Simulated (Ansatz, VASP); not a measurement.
## Sr: VASP beside Ansatz

The input INCAR:

```
ALGO = Normal
EDIFF = 1E-6
ENCUT = 520
GGA = RE
ISIF = 2
ISMEAR = -1
LASPH = T
LCHARG = F
LREAL = F
LWAVE = F
NBANDS = 11
NELM = 100
PREC = Accurate
SIGMA = 0.1
```

KPOINTS

```
k-points
0
Gamma
  10 10 10
```

POSCAR

```
Sr
1.0
   -2.3588617029      2.3588617029      2.3588617029
    2.3588617029     -2.3588617029      2.3588617029
    2.3588617029      2.3588617029     -2.3588617029
Sr
1
Direct
    0.0000000000      0.0000000000      0.0000000000
```

Input for Ansatz:

```yaml
crystal:
  lattice:
    - [-2.3588617029, 2.3588617029, 2.3588617029]
    - [2.3588617029, -2.3588617029, 2.3588617029]
    - [2.3588617029, 2.3588617029, -2.3588617029]
  atoms:
    - { symbol: Sr, position: [0.0, 0.0, 0.0] }
hamiltonian:
  xc: revpbe
  pseudopotentials:
    kind: paw
    azcp:
      Sr: "pseudopotentials/Sr.paw.azcp"
basis:
  ecutwfc: 420
  fft_grid_basis: typed
kpoints:
  mp_grid: { grid: [10, 10, 10], shift: [0, 0, 0] }
magnetization:
  spin_polarized: false
scf:
  occupations: { method: fermi_dirac, width: 0.1 }
  lower_state_search: "off"
output:
  stress: true
```

Alike in both runs: task single point; functional revPBE; k mesh 10 × 10 × 10; occupations fermi-dirac, width 0.1 eV; no spin polarisation.

|  | VASP | Ansatz |
| --- | --- | --- |
| version | VASP 6.6.1 | Ansatz 0.2.0 |
| potentials or method | VASP PAW PBE potentials, release 64 (Sr_sv), cutoff 520 eV | plane waves (420 eV) with PAW, scalar-relativistic |
| valence electrons in the cell | 10 | 10 |

|  | VASP | Ansatz | Ansatz less VASP |
| --- | --- | --- | --- |
| pressure (GPa) | 1.0 | 1.0 | -0.01 |

VASP's potentials were made for PBE, not for revPBE. The functional is the same, so the differences come from potentials, cutoffs and numerics.
